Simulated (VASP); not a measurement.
A run of VASP 6.6.1 is set up as follows.

File INCAR:

```
SYSTEM = AlNi3
ALGO = Fast ; EDIFF = 1E-7
ENCUT = 520 ; GGA = PE
ISIF = 2 ; ISMEAR = 0
ISPIN = 2 ; LASPH = .True.
LCHARG = .False. ; LMAXMIX = 4
LORBIT = 11 ; LREAL = .False.
LWAVE = .False. ; MAGMOM = 1 1 1 0
NBANDS = 28 ; NELM = 150
PREC = Accurate ; SIGMA = 0.019000000000000003
```

File KPOINTS:

```
k-points
0
Gamma
  8 8 8
  0 0 0
```

The input POSCAR:

```
AlNi3
1.0
    3.5230547267      0.0000000000      0.0000000000
    0.0000000000      3.5230547267      0.0000000000
    0.0000000000      0.0000000000      3.5230547267
Ni Al
3 1
Direct
    0.5000000000      0.5000000000      0.0000000000
    0.5000000000      0.0000000000      0.5000000000
    0.0000000000      0.5000000000      0.5000000000
    0.0000000000      0.0000000000      0.0000000000
```

Potentials or basis: VASP PAW PBE potentials, release 64 (Ni, Al).

Run with:

```bash
$ cat potpaw_PBE.64/Ni/POTCAR potpaw_PBE.64/Al/POTCAR > POTCAR
$ mpirun -np 1 vasp_std > vasp.out
```

**Question.** What does it give for the net moment?

**Answer.** 0.76 μB per cell.

**Question.** Estimate the site moments.

**Answer.** Ni +0.27; Al -0.01 μB.

**Question.** Predict the pressure.

**Answer.** 7.3 GPa.
